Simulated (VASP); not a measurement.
Input of a VASP 6.6.1 run:

Contents of INCAR:

```
ALGO = Normal
EDIFF = 1E-6
ENCUT = 520
GGA = PS
ISIF = 2
ISMEAR = 0
IVDW = 12
LASPH = True
LCHARG = False
LREAL = False
LWAVE = False
NBANDS = 31
NELM = 100
PREC = Accurate
SIGMA = 0.05
```

KPOINTS

```
k-points
0
Gamma
  8 11 3
```

POSCAR

```
C
1.0
    0.0000000000      1.4191802056     -3.2829684911
   -2.4580922212      0.0000000000      0.0000000000
    2.8677742581     12.1901849138      1.9672776594
C
10
Direct
    0.1241216747      0.4252453946      0.7073531954
    0.7328397318      0.6634512147      0.0543867554
    0.8306602175      0.3538997597      0.2176283654
   -0.0715192967      1.0443483046      0.3808699754
    0.0263011890      0.7347968496      0.5441115854
    0.7649807539      0.2269973303      0.1088548546
   -0.1371987604      0.9174458753      0.2720964645
   -0.0393782746      0.6078944203      0.4353380745
    0.0584422111      1.2983429653      0.5985796845
    0.1562626968      0.9887915103      0.7618212945
```

Potentials or basis: VASP PAW PBE potentials, release 64 (C).

The run is started by

```sh
$ cat potpaw_PBE.64/C/POTCAR > POTCAR
$ mpirun -np 1 vasp_std > vasp.out
```

(1) Estimate the largest force.

(2) What does it give for the dispersion energy per atom?

Results:

(1) 2.431 eV/Å.

(2) -0.099 eV.

Caveat: the cell differs from its parent crystal (the part above a cut slid along it); the PAW data sets were made with another functional, which shifts forces and pressure a little.
